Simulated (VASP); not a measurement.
# Fe (P6_3/mmc) in VASP: relaxation of cell and atoms with r2SCAN

Aim: the relaxation of cell and atoms of Fe with r2SCAN.

All numbers are computed with VASP 6.6.1; they aren't measurements. Logs are shortened: lines on timing, memory, paths and dates and some standing lists are left out, and cuts for length are marked.

## 1. The cell of the first run

Symmetry: P6_3/mmc, No. 194, hexagonal system. The conventional cell has a = 3.221 Å, b = 3.221 Å, c = 5.315 Å, α = 90.00°, β = 90.00°, γ = 120.00°. Fe (site symmetry 3m) has 4 Fe at 1.97 to 1.99 Å within 2.6 Å.

This isn't the form of Fe at room conditions, which is bcc.

## 2. Relaxation of cell and atoms, r2SCAN

Contents of POSCAR:

```
Fe
1.0
    3.2209691390      0.0000000000      0.0000000000
   -1.6104845695      2.7894410992      0.0000000000
    0.0000000000      0.0000000000      5.3145990793
Fe
4
Direct
    0.3333333333      0.6666666667      0.4375000000
    0.6666666667      0.3333333333      0.9375000000
    0.6666666667      0.3333333333      0.5625000000
    0.3333333333      0.6666666667      0.0625000000
```

Contents of INCAR.step1:

```
ALGO     = Normal         # electronic algorithm
EDIFF    = 1E-5           # SCF threshold, eV
EDIFFG   = -0.005         # ionic threshold
ENCUT    = 760            # plane-wave cutoff, eV
GGA      = PE             # functional
GGA_COMPAT= F            
IBRION   = 2              # ionic algorithm
ISIF     = 3              # what is computed and relaxed
ISMEAR   = 0              # smearing method
LASPH    = T              # aspherical terms in the spheres
LCHARG   = F              # write CHGCAR
LREAL    = F              # projectors in reciprocal space
LWAVE    = T              # write WAVECAR
NELM     = 120            # most SCF steps
NELMIN   = 4            
NSW      = 100            # ionic steps
PREC     = Accurate       # precision mode
SIGMA    = 0.1            # smearing width, eV
```

Contents of INCAR.step2:

```
ALGO     = Normal         # electronic algorithm
EDIFF    = 1E-7           # SCF threshold, eV
EDIFFG   = -0.04          # ionic threshold
ENCUT    = 760            # plane-wave cutoff, eV
GGA_COMPAT= F            
IBRION   = 2              # ionic algorithm
ISIF     = 3              # what is computed and relaxed
ISMEAR   = 0              # smearing method
ISTART   = 1            
LASPH    = T              # aspherical terms in the spheres
LCHARG   = F              # write CHGCAR
LMIXTAU  = T            
LREAL    = F              # projectors in reciprocal space
LWAVE    = F              # write WAVECAR
METAGGA  = R2SCAN         # meta-GGA
NELM     = 120            # most SCF steps
NELMIN   = 4            
NSW      = 90             # ionic steps
PREC     = Accurate       # precision mode
SIGMA    = 0.1            # smearing width, eV
```

Contents of KPOINTS:

```
k-points
0
Gamma
  6 6 4
```

Potentials or basis: VASP PAW PBE potentials, release 64 (Fe_sv).

Command:

```bash
cat potpaw_PBE.64/Fe_sv/POTCAR > POTCAR
cp INCAR.step1 INCAR
mpirun -np 1 vasp_std > vasp.out
cp INCAR.step2 INCAR
mpirun -np 1 vasp_std > vasp.out
```

OUTCAR:

```text
EDIFF = 1E-7
   EDIFFG = -0.04
   ENCUT = 760
   IBRION = 2
   ISIF = 3
   ISMEAR = 0
   ISTART = 1
   LASPH = T
   LREAL = F
   METAGGA = R2SCAN
   NELM = 120
   NELMIN = 4
   NSW = 90
   PREC = Accurate

 ion  position               nearest neighbor table
   1  0.333  0.667  0.438-   3 1.97   3 1.97   3 1.97   4 1.99
   2  0.667  0.333  0.938-   4 1.97   4 1.97   4 1.97   3 1.99
   3  0.667  0.333  0.562-   1 1.97   1 1.97   1 1.97   2 1.99
   4  0.333  0.667  0.062-   2 1.97   2 1.97   2 1.97   1 1.99

  LATTYP: Found a hexagonal cell.
 ALAT       =     3.2209691390
 C/A-ratio  =     1.6500000000

  Lattice vectors:

 A1 = (   3.2209691390,   0.0000000000,   0.0000000000)
 A2 = (  -1.6104845695,   2.7894410992,   0.0000000000)
 A3 = (   0.0000000000,   0.0000000000,   5.3145990793)

Analysis of symmetry for initial positions (statically):
=====================================================================
 Subroutine PRICEL returns:
 Original cell was already a primitive cell.

 Routine SETGRP: Setting up the symmetry group for a
 hexagonal supercell.

 Subroutine GETGRP returns: Found 24 space group operations
 (whereof 12 operations were pure point group operations)
 out of a pool of 24 trial point group operations.

The static configuration has the point symmetry D_3d.
 The point group associated with its full space group is D_6h.

Analysis of symmetry for dynamics (positions and initial velocities):
=====================================================================
 Subroutine PRICEL returns:
 Original cell was already a primitive cell.

 Routine SETGRP: Setting up the symmetry group for a
 hexagonal supercell.

 Subroutine GETGRP returns: Found 24 space group operations
 (whereof 12 operations were pure point group operations)
 out of a pool of 24 trial point group operations.

The dynamic configuration has the point symmetry D_3d.
 The point group associated with its full space group is D_6h.

 Subroutine INISYM returns: Found 24 space group operations
 (whereof 12 operations are pure point group operations),
 and found     1 'primitive' translations

----------------------------------------------------------------------------------------

                                     Primitive cell

  volume of cell :      47.7501

  direct lattice vectors                    reciprocal lattice vectors
     3.220969139  0.000000000  0.000000000     0.310465564  0.179247377  0.000000000
    -1.610484570  2.789441099  0.000000000     0.000000000  0.358494754  0.000000000
     0.000000000  0.000000000  5.314599079     0.000000000  0.000000000  0.188160948

  length of vectors
     3.220969139  3.220969139  5.314599079     0.358494754  0.358494754  0.188160948

  position of ions in fractional coordinates (direct lattice)
     0.333333333  0.666666667  0.437500000
     0.666666667  0.333333333  0.937500000
     0.666666667  0.333333333  0.562500000
     0.333333333  0.666666667  0.062500000

  ion indices of the primitive-cell ions
   primitive index   ion index
                 1           1
                 2           2
                 3           3
                 4           4

----------------------------------------------------------------------------------------

 KPOINTS: k-points

Automatic generation of k-mesh.
 Grid dimensions read from file:
 generate k-points for:    6    6    4

 Generating k-lattice:

  Cartesian coordinates                     Fractional coordinates (reciprocal lattice)
     0.051744261  0.029874563  0.000000000     0.166666667  0.000000000  0.000000000
     0.000000000  0.059749126  0.000000000     0.000000000  0.166666667  0.000000000
     0.000000000  0.000000000  0.047040237     0.000000000  0.000000000  0.250000000

  Length of vectors
     0.059749126  0.059749126  0.047040237

  Shift w.r.t. Gamma in fractional coordinates (k-lattice)
     0.000000000  0.000000000  0.000000000

 Subroutine IBZKPT returns following result:
 ===========================================

 Found     21 irreducible k-points:

 Following reciprocal coordinates:
            Coordinates               Weight
  0.000000  0.000000  0.000000      1.000000
  0.166667  0.000000  0.000000      6.000000
  0.333333  0.000000  0.000000      6.000000
  0.500000 -0.000000  0.000000      3.000000
  0.166667  0.166667  0.000000      6.000000
  0.333333  0.166667  0.000000     12.000000
[... 13 lines left out ...]
  0.333333  0.166667  0.500000     12.000000
  0.333333  0.333333  0.500000      2.000000
   k-points           NKPTS =     21   k-points in BZ     NKDIM =     21   number of bands    NBANDS=     38
   number of dos      NEDOS =    301   number of ions     NIONS =      4
   total plane-waves  NPLWV =  43200
   dimension x,y,z NGX =    30 NGY =   30 NGZ =   48
   dimension x,y,z NGXF=    60 NGYF=   60 NGZF=   96
   ions per type =               4
   NGX,Y,Z   is equivalent  to a cutoff of  15.48, 15.48, 15.01 a.u.
   NGXF,Y,Z  is equivalent  to a cutoff of  30.97, 30.97, 30.03 a.u.
 SYSTEM =  unknown system
   PREC   = accura    normal or accurate (medium, high low for compatibility)
   ISTART =      1    job   : 0-new  1-cont  2-samecut
   ICHARG =      0    charge: 1-file 2-atom 10-const
   ISPIN  =      1    spin polarized calculation?
   LNONCOLLINEAR =      F non collinear calculations
   LSORBIT =      F    spin-orbit coupling
   LASPH  =      T    aspherical Exc in radial PAW
   ENCUT  =  760.0 eV  55.86 Ry    7.47 a.u.   7.24  7.24 11.95*2*pi/ulx,y,z
   NELM   =    120;   NELMIN=  4; NELMDL=  0     # of ELM steps
   EDIFF  = 0.1E-06   stopping-criterion for ELM
   LREAL  =      F    real-space projection
   EDIFFG = -.4E-01   stopping-criterion for IOM
   NSW    =     90    number of steps for IOM
   IBRION =      2    ionic relax: 0-MD 1-quasi-New 2-CG
   NFREE  =      1    steps in history (QN), initial steepest desc. (CG)
   ISIF   =      3    stress and relaxation
   ISYM   =      2    0-nonsym 1-usesym 2-fastsym
   POTIM  = 0.5000    time-step for ionic-motion
   TEBEG  =    0.0;   TEEND  =   0.0 temperature during run
   PSTRESS=    0.0 pullay stress
   NELECT =      64.0000    total number of electrons
   NUPDOWN=      -1.0000    fix difference up-down
   EMIN   =  10.00;   EMAX   =-10.00  energy-range for DOS
   EFERMI =   0.00;   METHOD = LEGACY
   ISMEAR =     0;   SIGMA  =   0.10  broadening in eV -4-tet -1-fermi 0-gaus
   EFERMI_NEDOS =   21; number of points for ismear=-14 and -15
   IALGO  =     38    algorithm
   IMIX   =      4    mixing-type and parameters
     AMIX     =   0.40;   BMIX     =  1.00
     AMIX_MAG =   1.60;   BMIX_MAG =  1.00
  volume/ion in A,a.u.               =      11.94        80.56
  Fermi-wavevector in a.u.,A,eV,Ry     =   1.804998  3.410952 44.328025  3.258018
  Thomas-Fermi vector in A             =   2.864787
   LORBIT       =      0    0 simple, 1 ext, 2 COOP (PROOUT), +10 PAW based schemes
   METAGGA = R2SCAN    functional components
   LHFCALC =     F    Hartree Fock is set to
   AEXX    =    0.0000 exact exchange contribution
   IVDW    =     0    specifies the selected vdW correction
   LEPSILON=     F    determine dielectric tensor
   LRPA    =     F    only Hartree local field effects (RPA)
 conjugate gradient relaxation of ions
 non-spin polarized calculation
 Gauss-broadening in eV      SIGMA  =   0.10
  energy-cutoff  :      760.00
  volume of cell :       47.75
 maximum number of plane-waves:      2291
 NGX is ok and might be reduce to    30
   NGX = 15   NGY = 15   NGZ = 23

--------------------------------------- Ionic step        1  -------------------------------------------

 number of electron      64.0000038 magnetization

 Free energy of the ion-electron system (eV)
  ---------------------------------------------------
  ext. energy  EPLUGINS =         0.00000000
  ---------------------------------------------------
  free energy    TOTEN  =       -49.57535151 eV

  energy without entropy =      -49.55953456  energy(sigma->0) =      -49.56744304

 E-fermi :  11.2534     XC(G=0): -14.0834

 val. band max:       11.1939293919   @ k =   0.3333   0.0000   0.0000
 cond. band min:      11.3020581851   @ k =   0.1667   0.0000   0.2500
 fundamental gap:      0.1081287932
 Fermi energy:        11.2534173784

 k-point     1 :       0.0000    0.0000    0.0000
  band No.  band energies     occupation
      1     -79.5616      2.00000
      2     -79.3801      2.00000
      3     -78.9590      2.00000
      4     -78.7716      2.00000
      5     -44.6198      2.00000
      6     -44.6198      2.00000
[... 957 lines left out ...]
  FREE ENERGIE OF THE ION-ELECTRON SYSTEM (eV)
  ---------------------------------------------------
  free  energy   TOTEN  =       -50.3224776811 eV

  energy  without entropy=      -50.3016681637  energy(sigma->0) =      -50.31207292

[... ionic steps 4 to 34 ...]

--------------------------------------- Ionic step       35  -------------------------------------------

 number of electron      64.0000064 magnetization

------------------------ aborting loop because EDIFF is reached ----------------------------------------

  FORCE on cell =-STRESS in cart. coord.  units (eV):
  Direction    XX          YY          ZZ          XY          YZ          ZX
  --------------------------------------------------------------------------------------
  -------------------------------------------------------------------------------------
  Total       -0.0288750     -0.0288750      0.0721462     -0.0000000      0.0000000      0.0000000
  in kB       -0.8623855     -0.8623855      2.1547335     -0.0000000      0.0000000      0.0000000
  external PRESSURE =       0.1433208 kB  Pullay stress =       0.0000000 kB
[... 61 lines left out ...]
  energy  without entropy=      -50.5759165770  energy(sigma->0) =      -50.58745644

--------------------------------------- Ionic step       37  -------------------------------------------

 number of electron      64.0000060 magnetization

 Free energy of the ion-electron system (eV)
  ---------------------------------------------------
  ext. energy  EPLUGINS =         0.00000000
  ---------------------------------------------------
  free energy    TOTEN  =       -50.59942381 eV

  energy without entropy =      -50.57616336  energy(sigma->0) =      -50.58779359

 E-fermi :   9.5936     XC(G=0): -13.3358

 val. band max:        9.5761407960   @ k =   0.3333   0.0000   0.2500
 cond. band min:       9.6244904010   @ k =   0.3333   0.0000   0.2500
 fundamental gap:      0.0483496050
 Fermi energy:         9.5936136611

 k-point     1 :       0.0000    0.0000    0.0000
  band No.  band energies     occupation
      1     -81.0616      2.00000
      2     -80.9256      2.00000
      3     -80.7288      2.00000
      4     -80.5956      2.00000
      5     -46.0953      2.00000
      6     -46.0461      2.00000
[... 881 lines left out ...]
  FREE ENERGIE OF THE ION-ELECTRON SYSTEM (eV)
  ---------------------------------------------------
  free  energy   TOTEN  =       -50.5994238087 eV

  energy  without entropy=      -50.5761633621  energy(sigma->0) =      -50.58779359

 reached required accuracy - stopping structural energy minimisation
```

Wall time 72 min (1 thread of Intel Xeon 6975P-C (Granite Rapids), shared host); peak memory 0.24 GiB.

Results:

| Property | Result |
| --- | --- |
| Free energy | -50.5994 eV |
| Relaxed volume | 13.42 Å³/atom |
| Relaxed cell | a = 3.571 Å, b = 3.571 Å, c = 4.860 Å, α = 90.00°, β = 90.00°, γ = 120.00° |
| Space group after relaxing (to 0.1 Å) | P6_3/mmc (No. 194) |
| Energy gained by relaxing | 256.0 meV/atom |
| Ionic steps | 37 |
| Pressure after relaxing | -0.4 GPa |
| Largest force after relaxing | 0.015 eV/Å |
| Band gap on the k mesh | zero (bands 32 and 33 overlap by 1.23 eV) |

Forces on the atoms (eV/Å):
```
Fe   0.000  0.000 -0.015
Fe   0.000  0.000 -0.015
Fe   0.000  0.000  0.015
Fe   0.000  0.000  0.015
```

Step by step:
```tsv
step	energy change (eV)	largest force (eV/Å)	pressure (GPa)	volume (Å³)
1	0.0000	0.1030	36.30	47.75
2	0.5925	0.1485	-25.71	68.99
3	-0.7471	0.1221	-1.49	55.68
4	-0.7492	0.1230	-0.25	55.30
5	-0.7492	0.1233	0.27	55.14
6	-0.7500	0.0398	0.28	55.15
7	-0.7502	0.0074	0.27	55.15
8	-0.7506	0.0122	-0.27	55.30
9	-0.7506	0.0143	-0.47	55.37
10	-0.7509	0.0201	-0.53	55.38
11	-0.7519	0.0356	-0.63	55.40
12	-0.7544	0.0636	-0.82	55.45
13	-0.7628	0.1336	-1.20	55.53
14	-0.7997	0.3091	-2.14	55.67
15	-0.8916	0.6209	-3.68	55.85
16	-0.8094	1.2903	-4.57	55.73
17	-0.9033	0.8424	-4.15	55.88
18	-0.9034	0.8429	-4.16	55.88
19	-0.9035	0.8442	-4.18	55.88
20	-0.9038	0.8474	-4.23	55.89
21	-0.9041	0.8538	-4.31	55.90
22	-0.9043	0.8675	-4.47	55.92
23	-0.9048	0.8652	-4.51	55.91
24	-0.9063	0.8608	-4.44	55.90
25	-0.9092	0.8507	-4.39	55.86
26	-0.9150	0.8292	-4.31	55.80
27	-0.9261	0.7875	-4.13	55.68
28	-0.9463	0.7040	-3.75	55.42
29	-0.9788	0.5454	-2.94	54.92
30	-1.0086	0.1689	-1.06	53.90
31	-1.0126	0.1538	-0.93	53.86
32	-1.0208	0.1229	-0.44	53.75
33	-1.0191	0.0653	0.69	53.50
34	-1.0231	0.1036	-0.01	53.65
35	-1.0231	0.1025	0.01	53.65
36	-1.0236	0.0704	-0.11	53.65
37	-1.0241	0.0153	-0.43	53.68
```

Final structure:
```
CELL_PARAMETERS angstrom
3.57123 0.00000 0.00000
-1.78562 3.09278 0.00000
0.00000 0.00000 4.86001
ATOMIC_POSITIONS crystal
Fe 0.33333 0.66667 0.46200
Fe 0.66667 0.33333 0.96200
Fe 0.66667 0.33333 0.53800
Fe 0.33333 0.66667 0.03800
```

Caveat: the k points lie up to 0.34 Å⁻¹ apart in the final cell, too coarse for converged energies and pressures of a metal; the PAW data sets were made with another functional, which shifts forces and pressure a little; the run has no spin polarisation, though such a crystal can be magnetic. Spin polarisation is off, so any magnetic state and its effect on volume and gap are missing.

The gap in the log of VASP goes by the Fermi energy; the results here count the filled bands.